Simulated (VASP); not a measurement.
# Ag (Fm-3m) in VASP: single point with PBE

Aim: the single point of Ag with PBE.

All numbers are computed with VASP 6.6.1; they aren't measurements. Logs are shortened: lines on timing, memory, paths and dates and some standing lists are left out, and cuts for length are marked.

### 1 The cell of the first run

The structure is cubic, space group Fm-3m (No. 225). Conventional cell: a = 4.147 Å, b = 4.147 Å, c = 4.147 Å, α = 90.00°, β = 90.00°, γ = 90.00°. Within 3.9 Å of Ag (site symmetry m-3m) lie 12 Ag at 2.93 Å.

### 2 Single point, PBE

Input file POSCAR:

```
Ag
1.0
    0.0000000000      2.0735892913      2.0735892913
    2.0735892913      0.0000000000      2.0735892913
    2.0735892913      2.0735892913      0.0000000000
Ag
1
Direct
    0.0000000000      0.0000000000      0.0000000000
```

Input file INCAR.step1:

```
PREC = Accurate
ENCUT = 520
EDIFF = 1E-6
ISMEAR = 0
SIGMA = 0.1
LREAL = False
LASPH = True
NELM = 100
ALGO = Normal
ISIF = 2
LWAVE = False
LCHARG = True
LMAXMIX = 4
GGA = PE
NBANDS = 12
```

Input file KPOINTS.step1:

```
Automatic mesh
0
Gamma
  18 18 18
```

Input file INCAR.step2:

```
PREC = Accurate
ENCUT = 520
EDIFF = 1E-6
ISMEAR = -5
SIGMA = 0.1
LREAL = False
LASPH = True
NELM = 100
ALGO = Normal
ISIF = 2
LWAVE = False
LCHARG = False
LMAXMIX = 4
GGA = PE
LORBIT = 10
NEDOS = 2001
ICHARG = 11
```

Input file KPOINTS.step2:

```
Automatic mesh
0
Gamma
  27 27 27
```

Potentials or basis: VASP PAW PBE potentials, release 64 (Ag).

Command:

```bash
$ cat potpaw_PBE.64/Ag/POTCAR > POTCAR
$ cp INCAR.step1 INCAR
$ cp KPOINTS.step1 KPOINTS
$ mpirun -np 1 vasp_std > vasp.out
$ cp INCAR.step2 INCAR
$ cp KPOINTS.step2 KPOINTS
$ mpirun -np 1 vasp_std > vasp.out
```

OUTCAR:

```text
PREC = Accurate
   ENCUT = 520
   EDIFF = 1E-6
   ISMEAR = -5
   LREAL = False
   LASPH = True
   NELM = 100
   ISIF = 2
   GGA = PE
   LORBIT = 10
   ICHARG = 11

 ion  position               nearest neighbor table
   1  0.000  0.000  0.000-

  LATTYP: Found a face centered cubic cell.
 ALAT       =     4.1471785826

  Lattice vectors:

 A1 = (   0.0000000000,   2.0735892913,   2.0735892913)
 A2 = (   2.0735892913,   0.0000000000,   2.0735892913)
 A3 = (   2.0735892913,   2.0735892913,   0.0000000000)

Analysis of symmetry for initial positions (statically):
=====================================================================
 Subroutine PRICEL returns:
 Original cell was already a primitive cell.

 Routine SETGRP: Setting up the symmetry group for a
 face centered cubic supercell.

 Subroutine GETGRP returns: Found 48 space group operations
 (whereof 48 operations were pure point group operations)
 out of a pool of 48 trial point group operations.

The static configuration has the point symmetry O_h .

Analysis of symmetry for dynamics (positions and initial velocities):
=====================================================================
 Subroutine PRICEL returns:
 Original cell was already a primitive cell.

 Routine SETGRP: Setting up the symmetry group for a
 face centered cubic supercell.

 Subroutine GETGRP returns: Found 48 space group operations
 (whereof 48 operations were pure point group operations)
 out of a pool of 48 trial point group operations.

The dynamic configuration has the point symmetry O_h .

 Subroutine INISYM returns: Found 48 space group operations
 (whereof 48 operations are pure point group operations),
 and found     1 'primitive' translations

----------------------------------------------------------------------------------------

                                     Primitive cell

  volume of cell :      17.8319

  direct lattice vectors                    reciprocal lattice vectors
     0.000000000  2.073589291  2.073589291    -0.241127788  0.241127788  0.241127788
     2.073589291  0.000000000  2.073589291     0.241127788 -0.241127788  0.241127788
     2.073589291  2.073589291  0.000000000     0.241127788  0.241127788 -0.241127788

  length of vectors
     2.932498099  2.932498099  2.932498099     0.417645581  0.417645581  0.417645581

  position of ions in fractional coordinates (direct lattice)
     0.000000000  0.000000000  0.000000000

  ion indices of the primitive-cell ions
   primitive index   ion index
                 1           1

----------------------------------------------------------------------------------------

 KPOINTS: Automatic mesh

Automatic generation of k-mesh.
 Grid dimensions read from file:
 generate k-points for:   27   27   27

 Generating k-lattice:

  Cartesian coordinates                     Fractional coordinates (reciprocal lattice)
    -0.008930659  0.008930659  0.008930659     0.037037037  0.000000000  0.000000000
     0.008930659 -0.008930659  0.008930659     0.000000000  0.037037037  0.000000000
     0.008930659  0.008930659 -0.008930659     0.000000000  0.000000000  0.037037037

  Length of vectors
     0.015468355  0.015468355  0.015468355

  Shift w.r.t. Gamma in fractional coordinates (k-lattice)
     0.000000000  0.000000000  0.000000000

 TETIRR: Found   2653 inequivalent tetrahedra from   118098

 Subroutine IBZKPT returns following result:
 ===========================================

 Found    560 irreducible k-points:

 Following reciprocal coordinates:
            Coordinates               Weight
  0.000000  0.000000  0.000000      1.000000
  0.037037  0.000000  0.000000      8.000000
  0.074074  0.000000  0.000000      8.000000
  0.111111  0.000000  0.000000      8.000000
  0.148148  0.000000  0.000000      8.000000
  0.185185  0.000000  0.000000      8.000000
[... 16 lines left out ...]
  0.333333  0.037037  0.000000     24.000000
  0.370370  0.037037  0.000000     24.000000
 [... further k-points ...]
   k-points           NKPTS =    560   k-points in BZ     NKDIM =    560   number of bands    NBANDS=      9
   number of dos      NEDOS =   2001   number of ions     NIONS =      1
   total plane-waves  NPLWV =  13824
   dimension x,y,z NGX =    24 NGY =   24 NGZ =   24
   dimension x,y,z NGXF=    48 NGYF=   48 NGZF=   48
   ions per type =               1
   NGX,Y,Z   is equivalent  to a cutoff of  13.61, 13.61, 13.61 a.u.
   NGXF,Y,Z  is equivalent  to a cutoff of  27.21, 27.21, 27.21 a.u.
 SYSTEM =  unknown system
   PREC   = accura    normal or accurate (medium, high low for compatibility)
   ISTART =      0    job   : 0-new  1-cont  2-samecut
   ICHARG =     11    charge: 1-file 2-atom 10-const
   ISPIN  =      1    spin polarized calculation?
   LNONCOLLINEAR =      F non collinear calculations
   LSORBIT =      F    spin-orbit coupling
   LASPH  =      T    aspherical Exc in radial PAW
   ENCUT  =  520.0 eV  38.22 Ry    6.18 a.u.   5.45  5.45  5.45*2*pi/ulx,y,z
   NELM   =    100;   NELMIN=  2; NELMDL=  0     # of ELM steps
   EDIFF  = 0.1E-05   stopping-criterion for ELM
   LREAL  =      F    real-space projection
   EDIFFG = 0.1E-04   stopping-criterion for IOM
   NSW    =      0    number of steps for IOM
   IBRION =     -1    ionic relax: 0-MD 1-quasi-New 2-CG
   NFREE  =      0    steps in history (QN), initial steepest desc. (CG)
   ISIF   =      2    stress and relaxation
   ISYM   =      2    0-nonsym 1-usesym 2-fastsym
   POTIM  = 0.5000    time-step for ionic-motion
   TEBEG  =    0.0;   TEEND  =   0.0 temperature during run
   PSTRESS=    0.0 pullay stress
   NELECT =      11.0000    total number of electrons
   NUPDOWN=      -1.0000    fix difference up-down
   EMIN   =  10.00;   EMAX   =-10.00  energy-range for DOS
   EFERMI =   0.00;   METHOD = LEGACY
   ISMEAR =    -5;   SIGMA  =   0.10  broadening in eV -4-tet -1-fermi 0-gaus
   EFERMI_NEDOS =   21; number of points for ismear=-14 and -15
   IALGO  =     38    algorithm
   IMIX   =      4    mixing-type and parameters
     AMIX     =   0.40;   BMIX     =  1.00
     AMIX_MAG =   1.60;   BMIX_MAG =  1.00
  volume/ion in A,a.u.               =      17.83       120.34
  Fermi-wavevector in a.u.,A,eV,Ry     =   1.393605  2.633531 26.424344  1.942135
  Thomas-Fermi vector in A             =   2.517235
   LORBIT       =     10    0 simple, 1 ext, 2 COOP (PROOUT), +10 PAW based schemes
   GGA     = PE    functional components
   LHFCALC =     F    Hartree Fock is set to
   AEXX    =    0.0000 exact exchange contribution
   IVDW    =     0    specifies the selected vdW correction
   LEPSILON=     F    determine dielectric tensor
   LRPA    =     F    only Hartree local field effects (RPA)
 non-spin polarized calculation
 Fermi weights with tetrahedron method with Bloechl corrections
  energy-cutoff  :      520.00
  volume of cell :       17.83
 maximum number of plane-waves:       531
 NGX is ok and might be reduce to    24

 number of electron      11.0000000 magnetization

 Free energy of the ion-electron system (eV)
  ---------------------------------------------------
  ext. energy  EPLUGINS =         0.00000000
  ---------------------------------------------------
  free energy    TOTEN  =        -2.71769816 eV

  energy without entropy =       -2.71769816  energy(sigma->0) =       -2.71769816

 E-fermi :   7.8652     XC(G=0): -11.9442

 val. band max:        7.8361703395   @ k =  -0.3333   0.1852   0.0741
 cond. band min:       7.8466844727   @ k =   0.4444   0.4074   0.0370
 fundamental gap:      0.0105141332
 Fermi energy:         7.8652480841

 k-point     1 :       0.0000    0.0000    0.0000
  band No.  band energies     occupation
      1       0.3783      2.00000
      2       3.1732      2.00000
      3       3.1732      2.00000
      4       3.1732      2.00000
      5       4.1277      2.00000
      6       4.1277      2.00000
      7      23.7430      0.00000
      8      27.0561      0.00000
      9      27.0561      0.00000

 k-point     2 :       0.0370    0.0000    0.0000
  band No.  band energies     occupation
      1       0.4200      2.00000
      2       3.1639      2.00000
      3       3.1846      2.00000
      4       3.1846      2.00000
      5       4.1234      2.00000
      6       4.1234      2.00000
      7      23.7498      0.00000
      8      26.6452      0.00000
      9      27.0678      0.00000

 k-point     3 :       0.0741    0.0000    0.0000
  band No.  band energies     occupation
      1       0.5431      2.00000
      2       3.1384      2.00000
      3       3.2168      2.00000
      4       3.2168      2.00000
      5       4.1121      2.00000
      6       4.1121      2.00000
      7      23.7206      0.00000
      8      25.7300      0.00000
      9      27.0984      0.00000

 k-point     4 :       0.1111    0.0000    0.0000
  band No.  band energies     occupation
      1       0.7415      2.00000
      2       3.1056      2.00000
      3       3.2636      2.00000
      4       3.2636      2.00000
      5       4.0998      2.00000
      6       4.0998      2.00000
      7      23.3893      0.00000
      8      24.8998      0.00000
      9      27.1354      0.00000

 k-point     5 :       0.1481    0.0000    0.0000
  band No.  band energies     occupation
      1       1.0011      2.00000
      2       3.0831      2.00000
      3       3.3142      2.00000
      4       3.3142      2.00000
      5       4.0975      2.00000
      6       4.0975      2.00000
      7      22.4041      0.00000
      8      24.6066      0.00000
      9      27.1574      0.00000

 k-point     6 :       0.1852    0.0000    0.0000
  band No.  band energies     occupation
      1       1.2926      2.00000
      2       3.1041      2.00000
      3       3.3533      2.00000
      4       3.3533      2.00000
      5       4.1194      2.00000
      6       4.1194      2.00000
      7      21.0906      0.00000
      8      24.5280      0.00000
      9      27.1353      0.00000
[... 169 lines left out ...]
 k-point    21 :       0.2593    0.0370    0.0000
  band No.  band energies     occupation
      1       1.7245      2.00000
      2       3.2891      2.00000
      3       3.3816      2.00000
      4       3.4151      2.00000
      5       4.2063      2.00000
      6       4.3184      2.00000
      7      18.7731      0.00000
      8      24.2139      0.00000
      9      25.9714      0.00000

 k-point    22 :       0.2963    0.0370    0.0000
  band No.  band energies     occupation
      1       1.8261      2.00000
      2       3.3181      2.00000
      3       3.3553      2.00000
      4       3.7151      2.00000
      5       4.3901      2.00000
      6       4.4287      2.00000
      7      17.3625      0.00000
      8      23.9759      0.00000
      9      25.7386      0.00000

 k-point    23 :       0.3333    0.0370    0.0000
  band No.  band energies     occupation
      1       1.8426      2.00000
      2       3.2772      2.00000
      3       3.3161      2.00000
      4       4.1099      2.00000
      5       4.5486      2.00000
      6       4.7217      2.00000
      7      15.9820      0.00000
      8      23.7095      0.00000
      9      25.4978      0.00000

 k-point    24 :       0.3704    0.0370    0.0000
  band No.  band energies     occupation
      1       1.8183      2.00000
      2       3.2314      2.00000
      3       3.2728      2.00000
      4       4.3801      2.00000
      5       4.6634      2.00000
      6       5.2991      2.00000
      7      14.6537      0.00000
      8      23.4523      0.00000
      9      25.2762      0.00000

 [... further k-points ...]

------------------------ aborting loop because EDIFF is reached ----------------------------------------

  FORCE on cell =-STRESS in cart. coord.  units (eV):
  Direction    XX          YY          ZZ          XY          YZ          ZX
  --------------------------------------------------------------------------------------
  -------------------------------------------------------------------------------------
  Total       -0.0170613     -0.0170613     -0.0170613     -0.0000000      0.0000000      0.0000000
  in kB       -1.5329371     -1.5329371     -1.5329371     -0.0000000      0.0000000      0.0000000
  external PRESSURE =      -1.5329371 kB  Pullay stress =       0.0000000 kB

 VOLUME and BASIS-vectors are now :
 -----------------------------------------------------------------------------
  energy-cutoff  :      520.00
  volume of cell :       17.83
      direct lattice vectors                 reciprocal lattice vectors
     0.000000000  2.073589291  2.073589291    -0.241127788  0.241127788  0.241127788
     2.073589291  0.000000000  2.073589291     0.241127788 -0.241127788  0.241127788
     2.073589291  2.073589291  0.000000000     0.241127788  0.241127788 -0.241127788

 POSITION                                       TOTAL-FORCE (eV/Angst)
 -----------------------------------------------------------------------------------
      0.00000      0.00000      0.00000        -0.000000     -0.000000     -0.000000
 -----------------------------------------------------------------------------------
    total drift:                                0.000000     -0.000000     -0.000000

  FREE ENERGIE OF THE ION-ELECTRON SYSTEM (eV)
  ---------------------------------------------------
  free  energy   TOTEN  =        -2.7176981643 eV

  energy  without entropy=       -2.7176981643  energy(sigma->0) =       -2.71769816

 total charge

# of ion       s       p       d       tot
------------------------------------------
    1        0.407   0.272   9.157   9.837
```

Wall time 69 s (1 thread of Intel Xeon 8259CL, shared host); peak memory 0.22 GiB.

Results:

- Valence electrons inside the program's atomic spheres: Ag 9.84
